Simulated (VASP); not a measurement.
## BAs: single point with LDA

BAs:

```
B As
1.0
     0.00000    2.35567    2.35567
     2.35567    0.00000    2.35567
     2.35567    2.35567    0.00000
B As
1 1
Direct
  0.00000 0.00000 0.00000
  0.75000 0.75000 0.75000
```

```
Program                : VASP 6.6.1
Task                   : single point
Functional             : LDA
Potentials or basis    : VASP PAW LDA potentials, release 64 (B, As)
Cutoff                 : 500 eV
k mesh                 : 10 × 10 × 10
Occupations            : gaussian, width 0.01 eV
Spin                   : no spin polarisation
Dipole correction      : no
Further INCAR settings : ALGO = Normal; EDIFF = 1e-06; NBANDS = 11
```

| Quantity | Value |
| --- | --- |
| Pressure | 3.0 GPa |
| Band gap on the k mesh | 1.08 eV (least direct gap 3.30 eV) |

Levels at points of the mesh, in eV from the valence-band top:
```csv
k point,band 1,band 2,band 3,band 4,band 5,band 6,band 7,band 8,band 9
"(0.00, 0.00, 0.00)",-15.76,0.00,0.00,0.00,3.30,3.30,3.30,5.23,9.57
"(0.50, 0.00, 0.00)",-12.75,-9.07,-1.89,-1.89,2.94,4.80,4.80,8.77,12.79
"(0.50, 0.50, 0.00)",-11.41,-8.66,-4.25,-4.25,1.30,1.37,11.63,11.63,13.02
```

Wall time 6.8 s on 1 thread of Intel(R) Xeon(R) 6975P-C (Granite Rapids) (shared host), peak memory 0.13 GiB.

Caveat: the cell stands under pressure. As with any semilocal functional, this LDA gap is likely too small.
